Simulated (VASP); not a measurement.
Input of a VASP 6.6.1 run:

The input INCAR:

```
ALGO = Normal ; EDIFF = 1E-6
ENCUT = 500 ; GGA = PE
GGA_COMPAT = False ; ISIF = 2
ISMEAR = -1 ; LASPH = True
LCHARG = False ; LREAL = False
LWAVE = False ; NBANDS = 13
NELM = 120 ; PREC = Accurate
SIGMA = 0.1
```

File KPOINTS:

```
k-points
0
Gamma
  4 4 4
```

POSCAR

```
W
1.0
    1.5922416948      1.5922416948      1.5922416948
   -1.5922416948      1.5922416948      1.5922416948
   -1.5922416948     -1.5922416948      1.5922416948
W
1
Direct
    0.0000000000      0.0000000000      0.0000000000
```

Potentials or basis: VASP PAW PBE potentials, release 64 (W_sv).

Run with:

```console
$ cat potpaw_PBE.64/W_sv/POTCAR > POTCAR
$ mpirun -np 1 vasp_std > vasp.out
```

Estimate the band gap on the k mesh.

zero (band 7 reaches 16.31 eV, above the bottom of band 8 at 10.05 eV).

What does it give for the pressure?

-0.5 GPa.

Caveat: the k points lie up to 0.70 Å⁻¹ apart; spin-orbit coupling is left out, which moves the levels of the heavy elements.
